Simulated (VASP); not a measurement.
# ZnO (P6_3mc) in VASP: a series of runs, part 2 of 2

VASP 6.6.1. The steps go on from the part before.

## Step 3: Single point, PBE (uniaxial z strain -3.0%)

INCAR

```
SYSTEM = ZnO
PREC = Accurate
ENCUT = 520
EDIFF = 1E-6
ISMEAR = -1
SIGMA = 0.02
LREAL = .FALSE.
LASPH = .TRUE.
NELM = 100
ALGO = Normal
ISIF = 2
LWAVE = .FALSE.
LCHARG = .FALSE.
GGA = PE
NBANDS = 26
```

KPOINTS

```
regular mesh
0
G
  12 12 6
  0 0 0
```

POSCAR

```
ZnO
1.0
    3.2353408669      0.0000000000      0.0000000000
   -1.6176704335      2.8018873806      0.0000000000
    0.0000000000      0.0000000000      5.0546232766
Zn O
2 2
Direct
    0.3333333333      0.6666666667     -0.0066953031
    0.6666666667      0.3333333333      0.4933046969
    0.3333333333      0.6666666667      0.3816953031
    0.6666666667      0.3333333333      0.8816953031
```

Potentials or basis: VASP PAW PBE potentials, release 64 (Zn, O).

Run with:

```
cat potpaw_PBE.64/Zn/POTCAR potpaw_PBE.64/O/POTCAR > POTCAR
mpirun -np 1 vasp_std > vasp.out
```

OUTCAR:

```text
SYSTEM = ZnO
   PREC = Accurate
   ENCUT = 520
   EDIFF = 1E-6
   ISMEAR = -1
   LREAL = .FALSE.
   LASPH = .TRUE.
   NELM = 100
   ISIF = 2
   GGA = PE

 ion  position               nearest neighbor table
   1  0.333  0.667  0.993-   4 1.95   4 1.95   4 1.95   3 1.96
   2  0.667  0.333  0.493-   3 1.95   3 1.95   3 1.95   4 1.96
   3  0.333  0.667  0.382-   2 1.95   2 1.95   2 1.95   1 1.96
   4  0.667  0.333  0.882-   1 1.95   1 1.95   1 1.95   2 1.96

  LATTYP: Found a hexagonal cell.
 ALAT       =     3.2353408669
 C/A-ratio  =     1.5623155286

  Lattice vectors:

 A1 = (   3.2353408669,   0.0000000000,   0.0000000000)
 A2 = (  -1.6176704335,   2.8018873806,   0.0000000000)
 A3 = (   0.0000000000,   0.0000000000,   5.0546232766)

Analysis of symmetry for initial positions (statically):
=====================================================================
 Subroutine PRICEL returns:
 Original cell was already a primitive cell.

 Routine SETGRP: Setting up the symmetry group for a
 hexagonal supercell.

 Subroutine GETGRP returns: Found 12 space group operations
 (whereof  6 operations were pure point group operations)
 out of a pool of 24 trial point group operations.

The static configuration has the point symmetry C_3v.
 The point group associated with its full space group is C_6v.

Analysis of symmetry for dynamics (positions and initial velocities):
=====================================================================
 Subroutine PRICEL returns:
 Original cell was already a primitive cell.

 Routine SETGRP: Setting up the symmetry group for a
 hexagonal supercell.

 Subroutine GETGRP returns: Found 12 space group operations
 (whereof  6 operations were pure point group operations)
 out of a pool of 24 trial point group operations.

The dynamic configuration has the point symmetry C_3v.
 The point group associated with its full space group is C_6v.

 Subroutine INISYM returns: Found 12 space group operations
 (whereof  6 operations are pure point group operations),
 and found     1 'primitive' translations

----------------------------------------------------------------------------------------

                                     Primitive cell

  volume of cell :      45.8205

  direct lattice vectors                    reciprocal lattice vectors
     3.235340867  0.000000000  0.000000000     0.309086443  0.178451141  0.000000000
    -1.617670434  2.801887381  0.000000000     0.000000000  0.356902282  0.000000000
     0.000000000  0.000000000  5.054623277     0.000000000  0.000000000  0.197838681

  length of vectors
     3.235340867  3.235340867  5.054623277     0.356902282  0.356902282  0.197838681

  position of ions in fractional coordinates (direct lattice)
     0.333333333  0.666666667  0.993304697
     0.666666667  0.333333333  0.493304697
     0.333333333  0.666666667  0.381695303
     0.666666667  0.333333333  0.881695303

  ion indices of the primitive-cell ions
   primitive index   ion index
                 1           1
                 2           2
                 3           3
                 4           4

----------------------------------------------------------------------------------------

 KPOINTS: regular mesh

Automatic generation of k-mesh.
 Grid dimensions read from file:
 generate k-points for:   12   12    6

 Generating k-lattice:

  Cartesian coordinates                     Fractional coordinates (reciprocal lattice)
     0.025757204  0.014870928  0.000000000     0.083333333  0.000000000  0.000000000
     0.000000000  0.029741857  0.000000000     0.000000000  0.083333333  0.000000000
     0.000000000  0.000000000  0.032973113     0.000000000  0.000000000  0.166666667

  Length of vectors
     0.029741857  0.029741857  0.032973113

  Shift w.r.t. Gamma in fractional coordinates (k-lattice)
     0.000000000  0.000000000  0.000000000

 Subroutine IBZKPT returns following result:
 ===========================================

 Found     76 irreducible k-points:

 Following reciprocal coordinates:
            Coordinates               Weight
  0.000000  0.000000  0.000000      1.000000
  0.083333 -0.000000  0.000000      6.000000
  0.166667  0.000000  0.000000      6.000000
  0.250000  0.000000  0.000000      6.000000
  0.333333  0.000000  0.000000      6.000000
  0.416667  0.000000  0.000000      6.000000
[... 16 lines left out ...]
  0.250000  0.000000  0.166667     12.000000
  0.333333  0.000000  0.166667     12.000000
 [... further k-points ...]
   k-points           NKPTS =     76   k-points in BZ     NKDIM =     76   number of bands    NBANDS=     26
   number of dos      NEDOS =    301   number of ions     NIONS =      4
   total plane-waves  NPLWV =  23040
   dimension x,y,z NGX =    24 NGY =   24 NGZ =   40
   dimension x,y,z NGXF=    48 NGYF=   48 NGZF=   80
   ions per type =               2   2
   NGX,Y,Z   is equivalent  to a cutoff of  12.33, 12.33, 13.16 a.u.
   NGXF,Y,Z  is equivalent  to a cutoff of  24.66, 24.66, 26.31 a.u.
 SYSTEM =  ZnO
   PREC   = accura    normal or accurate (medium, high low for compatibility)
   ISTART =      0    job   : 0-new  1-cont  2-samecut
   ICHARG =      2    charge: 1-file 2-atom 10-const
   ISPIN  =      1    spin polarized calculation?
   LNONCOLLINEAR =      F non collinear calculations
   LSORBIT =      F    spin-orbit coupling
   LASPH  =      T    aspherical Exc in radial PAW
   ENCUT  =  520.0 eV  38.22 Ry    6.18 a.u.   6.02  6.02  9.40*2*pi/ulx,y,z
   NELM   =    100;   NELMIN=  2; NELMDL= -5     # of ELM steps
   EDIFF  = 0.1E-05   stopping-criterion for ELM
   LREAL  =      F    real-space projection
   EDIFFG = 0.1E-04   stopping-criterion for IOM
   NSW    =      0    number of steps for IOM
   IBRION =     -1    ionic relax: 0-MD 1-quasi-New 2-CG
   NFREE  =      0    steps in history (QN), initial steepest desc. (CG)
   ISIF   =      2    stress and relaxation
   ISYM   =      2    0-nonsym 1-usesym 2-fastsym
   POTIM  = 0.5000    time-step for ionic-motion
   TEBEG  =    0.0;   TEEND  =   0.0 temperature during run
   PSTRESS=    0.0 pullay stress
   NELECT =      36.0000    total number of electrons
   NUPDOWN=      -1.0000    fix difference up-down
   EMIN   =  10.00;   EMAX   =-10.00  energy-range for DOS
   EFERMI =   0.00;   METHOD = LEGACY
   ISMEAR =    -1;   SIGMA  =   0.02  broadening in eV -4-tet -1-fermi 0-gaus
   EFERMI_NEDOS =   21; number of points for ismear=-14 and -15
   IALGO  =     38    algorithm
   IMIX   =      4    mixing-type and parameters
     AMIX     =   0.40;   BMIX     =  1.00
     AMIX_MAG =   1.60;   BMIX_MAG =  1.00
  volume/ion in A,a.u.               =      11.46        77.30
  Fermi-wavevector in a.u.,A,eV,Ry     =   1.510622  2.854662 31.048210  2.281979
  Thomas-Fermi vector in A             =   2.620788
   LORBIT       =      0    0 simple, 1 ext, 2 COOP (PROOUT), +10 PAW based schemes
   GGA     = PE    functional components
   LHFCALC =     F    Hartree Fock is set to
   AEXX    =    0.0000 exact exchange contribution
   IVDW    =     0    specifies the selected vdW correction
   LEPSILON=     F    determine dielectric tensor
   LRPA    =     F    only Hartree local field effects (RPA)
 non-spin polarized calculation
  energy-cutoff  :      520.00
  volume of cell :       45.82
 maximum number of plane-waves:      1251
   NGX = 13   NGY = 13   NGZ = 19

 number of electron      36.0000025 magnetization

 Free energy of the ion-electron system (eV)
  ---------------------------------------------------
  ext. energy  EPLUGINS =         0.00000000
  ---------------------------------------------------
  free energy    TOTEN  =       -17.71351300 eV

  energy without entropy =      -17.71351300  energy(sigma->0) =      -17.71351300

 E-fermi :   1.9332     XC(G=0): -11.1155

 val. band max:        1.5441532753   @ k =   0.0000   0.0000   0.0000
 cond. band min:       2.4164093387   @ k =   0.0000   0.0000   0.0000
 fundamental gap:      0.8722560634
 Fermi energy:         1.9331639282

 k-point     1 :       0.0000    0.0000    0.0000
  band No.  band energies     occupation
      1     -16.8451      2.00000
      2     -16.0174      2.00000
      3      -4.3520      2.00000
      4      -4.3520      2.00000
      5      -4.2594      2.00000
      6      -4.1740      2.00000
[... 18 lines left out ...]
     25      15.7310      0.00000
     26      16.3937      0.00000
[... 644 lines left out ...]
      4      -4.4355      2.00000
      5      -4.0706      2.00000
      6      -3.9175      2.00000
[... 18 lines left out ...]
     25      15.2060      0.00000
     26      15.7363      0.00000

 [... further k-points ...]
[... 5 lines left out ...]
  --------------------------------------------------------------------------------------
  -------------------------------------------------------------------------------------
  Total        3.2430253      3.2430253      4.0264065     -0.0000000      0.0000000      0.0000000
  in kB      113.3969601    113.3969601    140.7889875     -0.0000000      0.0000000      0.0000000
  external PRESSURE =     122.5276359 kB  Pullay stress =       0.0000000 kB

 VOLUME and BASIS-vectors are now :
 -----------------------------------------------------------------------------
  energy-cutoff  :      520.00
  volume of cell :       45.82
      direct lattice vectors                 reciprocal lattice vectors
     3.235340867  0.000000000  0.000000000     0.309086443  0.178451141  0.000000000
    -1.617670434  2.801887381  0.000000000     0.000000000  0.356902282  0.000000000
     0.000000000  0.000000000  5.054623277     0.000000000  0.000000000  0.197838681

 POSITION                                       TOTAL-FORCE (eV/Angst)
 -----------------------------------------------------------------------------------
     -0.00000      1.86792      5.02078        -0.000000      0.000000     -0.015563
      1.61767      0.93396      2.49347         0.000000     -0.000000     -0.015563
     -0.00000      1.86792      1.92933        -0.000000      0.000000      0.015563
      1.61767      0.93396      4.45664         0.000000     -0.000000      0.015563
 -----------------------------------------------------------------------------------
    total drift:                                0.000001      0.000001     -0.001215

  FREE ENERGIE OF THE ION-ELECTRON SYSTEM (eV)
  ---------------------------------------------------
  free  energy   TOTEN  =       -17.7135129987 eV

  energy  without entropy=      -17.7135129987  energy(sigma->0) =      -17.71351300
```

OSZICAR:

```text
N       E                     dE             d eps       ncg     rms          rms(c)
DAV:   1     0.300265124815E+03    0.30027E+03   -0.18275E+04  4000   0.206E+03
DAV:   2     0.110070065009E+02   -0.28926E+03   -0.27150E+03  4106   0.416E+02
DAV:   3    -0.203539291115E+02   -0.31361E+02   -0.30934E+02  4390   0.140E+02
DAV:   4    -0.209591522592E+02   -0.60522E+00   -0.60370E+00  4364   0.198E+01
DAV:   5    -0.209621342638E+02   -0.29820E-02   -0.29816E-02  4282   0.144E+00    0.155E+01
DAV:   6    -0.175318553097E+02    0.34303E+01   -0.64448E+00  6122   0.605E+01    0.964E+00
DAV:   7    -0.177503205528E+02   -0.21847E+00   -0.29765E+00  4010   0.168E+01    0.572E+00
DAV:   8    -0.177616333371E+02   -0.11313E-01   -0.47660E-01  5852   0.770E+00    0.163E+00
DAV:   9    -0.177106504512E+02    0.50983E-01   -0.10494E-01  5816   0.656E+00    0.288E-01
DAV:  10    -0.177134342415E+02   -0.27838E-02   -0.37302E-02  4020   0.132E+00    0.138E-01
DAV:  11    -0.177134679410E+02   -0.33700E-04   -0.50598E-04  4152   0.191E-01    0.368E-02
DAV:  12    -0.177135132107E+02   -0.45270E-04   -0.59585E-05  4584   0.132E-01    0.230E-02
DAV:  13    -0.177135169677E+02   -0.37570E-05   -0.15659E-05  4240   0.574E-02    0.160E-02
DAV:  14    -0.177135131531E+02    0.38146E-05   -0.74449E-06  5110   0.352E-02    0.228E-03
DAV:  15    -0.177135129987E+02    0.15442E-06   -0.22991E-06  2868   0.133E-02
   1 F= -.17713513E+02 E0= -.17713513E+02  d E =-.938650E-11
```

It took 1.7 min on 1 thread of Intel Xeon 8259CL, shared host; peak memory 0.21 GiB.

What came out:

| Item | Value |
| --- | --- |
| Free energy | -17.7135 eV |
| Pressure | 12.3 GPa |
| Largest force | 0.016 eV/Å |
| Band gap on the k mesh | 0.87 eV |

Forces on the atoms (eV/Å):
```
Zn   0.000  0.000 -0.016
Zn   0.000  0.000 -0.016
O    0.000  0.000  0.016
O    0.000  0.000  0.016
```

Stress tensor (GPa, compression positive):
```
11.34  0.00  0.00
 0.00 11.34  0.00
 0.00  0.00 14.08
```

Levels at points of the mesh, in eV from the valence-band top:
```tsv
k point	band 14	band 15	band 16	band 17	band 18	band 19	band 20	band 21	band 22	band 23
(0.00, 0.00, 0.00)	-0.84	-0.84	-0.11	0.00	0.00	0.87	5.24	8.60	12.81	12.81
(0.50, 0.00, 0.00)	-3.69	-2.88	-2.45	-1.27	-0.95	5.93	6.88	7.89	8.60	10.96
(0.00, 0.00, 0.50)	-2.19	-0.41	-0.41	-0.41	-0.41	3.59	3.59	10.40	10.40	13.08
(0.50, 0.00, 0.50)	-3.81	-1.65	-1.65	-1.30	-1.30	5.83	5.83	8.64	8.64	11.41
```

Caveat: the cell differs from its parent crystal (uniaxial z strain -3.0%); the cell stands under pressure.
